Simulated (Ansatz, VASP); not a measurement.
# HfN: VASP beside Ansatz

Contents of INCAR:

```
SYSTEM = HfN
ALGO     = Normal         ! electronic algorithm
EDIFF    = 1E-6           ! SCF threshold, eV
ENCUT    = 520            ! plane-wave cutoff, eV
ISIF     = 2              ! what is computed and relaxed
ISMEAR   = -1             ! smearing method
LASPH    = .True.         ! aspherical terms in the spheres
LCHARG   = .True.         ! write CHGCAR
LELF     = .True.         ! ELF
LREAL    = .False.        ! projectors in reciprocal space
LVHAR    = .True.       
LWAVE    = .False.        ! write WAVECAR
NBANDS   = 14             ! bands
NELM     = 60             ! most SCF steps
PREC     = Accurate       ! precision mode
SIGMA    = 0.03           ! smearing width, eV
```

The input KPOINTS:

```
k-points
0
Gamma
  10 10 10
  0 0 0
```

Contents of POSCAR:

```
HfN
1.0
    0.0000000000      2.3033053658      2.3033053658
    2.3033053658      0.0000000000      2.3033053658
    2.3033053658      2.3033053658      0.0000000000
Hf N
1 1
Direct
    0.0000000000      0.0000000000      0.0000000000
    0.5000000000      0.5000000000      0.5000000000
```

Input for Ansatz:

```yaml
crystal:
  lattice:
    - [0.0, 2.3033053658, 2.3033053658]
    - [2.3033053658, 0.0, 2.3033053658]
    - [2.3033053658, 2.3033053658, 0.0]
  atoms:
    - { symbol: Hf, position: [0.0, 0.0, 0.0] }
    - { symbol: "N", position: [0.5, 0.5, 0.5] }
kpoints:
  mp_grid: { grid: [10, 10, 10] }
  band_path:
    path:
      - [0.0, 0.0, 0.0]
      - [0.5, 0.0, 0.5]
      - [0.625, 0.25, 0.625]
      - [0.375, 0.375, 0.75]
      - [0.0, 0.0, 0.0]
      - [0.5, 0.5, 0.5]
      - [0.5, 0.25, 0.75]
      - [0.5, 0.0, 0.5]
    npoints: 5
scf:
  occupations: { method: fermi_dirac, width: 0.03 }
hamiltonian:
  xc: lda
  pseudopotentials: { kind: all_electron, lapw: { basis_error: 0.001 } }
output:
  forces: true
  stress: true
  eigenvalues: true
```

Change from the starting cell: volume scaled by 1.06.

Alike in both runs: task single point; functional LDA; k mesh 10 × 10 × 10; occupations fermi-dirac, width 0.03 eV; no spin polarisation.

```csv
,VASP,Ansatz
version,VASP 6.6.1,Ansatz 0.2.0
potentials or method,"VASP PAW LDA potentials, release 64 (Hf_pv, N), cutoff 520 eV","all-electron LAPW, scalar-relativistic"
```

```csv
,VASP,Ansatz,Ansatz less VASP
pressure (GPa),-23.9,-22.6,+1.30
```

LDA's correlation is that of Perdew and Zunger in VASP and of Perdew and Wang (1992) in Ansatz. Ansatz ran all-electron here, and VASP with PAW potentials.

Neither program's run includes spin-orbit coupling.
